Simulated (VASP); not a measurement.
Input of a VASP 6.6.1 run:

Contents of POSCAR:

```
Sn3Se
1.0
    0.0000000000      3.7331380000      3.7331380000
    3.7331380000      0.0000000000      3.7331380000
    3.7331380000      3.7331380000      0.0000000000
Sn Se
3 1
Direct
    0.5000000000      0.5000000000      0.5000000000
    0.7500000000      0.7500000000      0.7500000000
    0.2500000000      0.2500000000      0.2500000000
    0.0000000000      0.0000000000      0.0000000000
```

The input INCAR.step1:

```
PREC     = Accurate       # precision mode
ENCUT    = 440            # plane-wave cutoff, eV
EDIFF    = 1E-5           # SCF threshold, eV
ISMEAR   = -1             # smearing method
SIGMA    = 0.05           # smearing width, eV
LREAL    = False          # projectors in reciprocal space
LASPH    = True           # aspherical terms in the spheres
NELM     = 120            # most SCF steps
ALGO     = Normal         # electronic algorithm
ISIF     = 2              # what is computed and relaxed
LWAVE    = True           # write WAVECAR
GGA      = PE             # functional
NBANDS   = 32             # bands
GGA_COMPAT= False
```

File INCAR.step2:

```
PREC     = Accurate       # precision mode
ENCUT    = 440            # plane-wave cutoff, eV
EDIFF    = 1E-6           # SCF threshold, eV
ISMEAR   = -1             # smearing method
SIGMA    = 0.05           # smearing width, eV
LREAL    = False          # projectors in reciprocal space
LASPH    = True           # aspherical terms in the spheres
NELM     = 120            # most SCF steps
ALGO     = Normal         # electronic algorithm
ISIF     = 2              # what is computed and relaxed
LWAVE    = False          # write WAVECAR
LCHARG   = True           # write CHGCAR
METAGGA  = R2SCAN         # meta-GGA
LHFCALC  = True           # exact exchange
AEXX     = 0.5            # exact-exchange fraction
LMIXTAU  = True         
PRECFOCK = Normal       
LELF     = True           # ELF
LVHAR    = True         
ISTART   = 1            
NBANDS   = 32             # bands
GGA_COMPAT= False
```

File KPOINTS:

```
regular mesh
0
Gamma
  4 4 4
```

Potentials or basis: VASP PAW PBE potentials, release 64 (Sn_d, Se).

Launch:

```bash
$ cat potpaw_PBE.64/Sn_d/POTCAR potpaw_PBE.64/Se/POTCAR > POTCAR
$ cp INCAR.step1 INCAR
$ mpirun -np 1 vasp_std > vasp.out
$ cp INCAR.step2 INCAR
$ mpirun -np 1 vasp_std > vasp.out
```

(1) Predict the pressure.

(2) What does it give for the band gap on the k mesh?

Answers

(1) -4.6 GPa.

(2) zero (bands 24 and 25 overlap by 3.43 eV).

Caveat: the k points lie up to 0.36 Å⁻¹ apart, too coarse for converged energies and pressures of a metal; the PAW data sets were made with another functional, which shifts forces and pressure a little; spin-orbit coupling is left out, which moves the levels of the heavy elements.
